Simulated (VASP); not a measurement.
Write the native input for VASP 6.6.1 that does the following.

* Task: single point
* Functional: PBE
* Potentials or basis: VASP PAW PBE potentials, release 64 (Mn_pv, Sb)
* Cutoff: 520 eV
* k mesh: 6 × 6 × 6
* Occupations: gaussian, width 0.1 eV
* Spin: collinear spin, ferromagnetic start
* Starting moments: [4.0, 0.0] μB
* Dipole correction: no
* Further INCAR settings: ALGO = Normal; EDIFF = 1e-06; NBANDS = 20

The structure of MnSb lies in POSCAR:

```
MnSb
1.0
    3.3080306403      0.0000000000      0.0000000000
    0.0000000000      3.3080306403      0.0000000000
    0.0000000000      0.0000000000      3.3080306403
Mn Sb
1 1
Direct
    0.0000000000      0.0000000000      0.0000000000
    0.5000000000      0.5000000000      0.5000000000
```

These files were run (other wordings do the same):

INCAR

```
SYSTEM = MnSb
  ALGO = Normal
  EDIFF = 1E-6
  ENCUT = 520
  GGA = PE
  ISIF = 2
  ISMEAR = 0
  ISPIN = 2
  LASPH = .TRUE.
  LCHARG = .FALSE.
  LMAXMIX = 4
  LORBIT = 11
  LREAL = .FALSE.
  LWAVE = .FALSE.
  MAGMOM = 4 0
  NBANDS = 20
  NELM = 150
  PREC = Accurate
  SIGMA = 0.1
```

KPOINTS

```
k-points
0
G
  6 6 6
  0 0 0
```

Potentials or basis: VASP PAW PBE potentials, release 64 (Mn_pv, Sb).

Run with:

```sh
$ cat potpaw_PBE.64/Mn_pv/POTCAR potpaw_PBE.64/Sb/POTCAR > POTCAR
$ mpirun -np 1 vasp_std > vasp.out
```

It gave:

```json
{"Pressure": "3.4 GPa", "Net moment": "3.00 μB per cell", "Site moments": "Mn +3.08; Sb -0.09 μB", "Valence electrons inside the program's atomic spheres": "Mn 11.57; Sb 2.46"}
```

Caveat: the cell stands under pressure; a cell with one magnetic atom can't hold antiferromagnetic order, which such compounds often take.

Wall time 36 s on 1 thread of Intel(R) Xeon(R) Platinum 8259CL CPU @ 2.50GHz (Skylake/Cascade Lake), on a shared host, peak memory 0.18 GiB.
